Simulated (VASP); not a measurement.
Wanted: the native input for a VASP 6.6.1 run.

```yaml
Task: relaxation of cell and atoms
Functional: PBEsol
Potentials_or_basis: VASP PAW PBE potentials, release 64 (Ba_sv, H)
Cutoff: 500 eV
k_mesh: 9 × 9 × 6
Occupations: gaussian, width 0.02 eV
Spin: no spin polarisation
Target_pressure: 2 GPa
Dipole_correction: no
Further_INCAR_settings: ALGO = Normal; EDIFF = 1e-07; IBRION = 2; EDIFFG = -0.002; NSW = 100; ISIF = 3
```

The structure of BaH2 lies in POSCAR:

```
BaH2
1.0
    4.3283051684      0.0000000000      0.0000000000
   -2.1641525842      3.7484222312      0.0000000000
    0.0000000000      0.0000000000      5.6346746576
Ba H
2 4
Direct
    0.6666666667      0.3333333333      0.7500000000
    0.3333333333      0.6666666667      0.2500000000
    0.3333333333      0.6666666667      0.7500000000
    0.6666666667      0.3333333333      0.2500000000
    0.0000000000      0.0000000000      0.5000000000
    0.0000000000      0.0000000000      0.0000000000
```

These files were run (other wordings do the same):

INCAR

```
SYSTEM = BaH2
ALGO = Normal
EDIFF = 1E-7
EDIFFG = -0.002
ENCUT = 500
GGA = PS
GGA_COMPAT = .False.
IBRION = 2
ISIF = 3
ISMEAR = 0
LASPH = .True.
LCHARG = .False.
LREAL = .False.
LWAVE = .False.
NELM = 120
NELMIN = 4
NSW = 100
PREC = Accurate
PSTRESS = 20.0
SIGMA = 0.02
```

KPOINTS

```
k-points
0
Gamma
  9 9 6
  0 0 0
```

Potentials or basis: VASP PAW PBE potentials, release 64 (Ba_sv, H).

Launch:

```bash
$ cat potpaw_PBE.64/Ba_sv/POTCAR potpaw_PBE.64/H/POTCAR > POTCAR
$ mpirun -np 1 vasp_std > vasp.out
```

It gave:

```
Relaxed volume                                             : 15.58 Å³/atom
Relaxed cell                                               : a = 4.353 Å, b = 4.353 Å, c = 5.697 Å, α = 90.00°, β = 90.00°, γ = 120.00°
Space group after relaxing (to 0.1 Å)                      : P6_3/mmc (No. 194)
Energy change on relaxing (the run minimises the enthalpy) : -5.3 meV/atom
Ionic steps                                                : 5
Pressure after relaxing                                    : 2.0 GPa
Band gap on the k mesh                                     : 1.58 eV (least direct gap 2.39 eV)
```

Caveat: the cell is relaxed towards a set pressure, so the run minimises the enthalpy, not the energy; the PAW data sets were made with another functional, which shifts forces and pressure a little; spin-orbit coupling is left out, which moves the levels of the heavy elements; an odd mesh through Γ misses points on the zone boundary, where band edges can lie.

Wall time 6 min on 1 thread of Intel Xeon 8259CL, with other jobs on the host, peak memory 0.24 GiB.
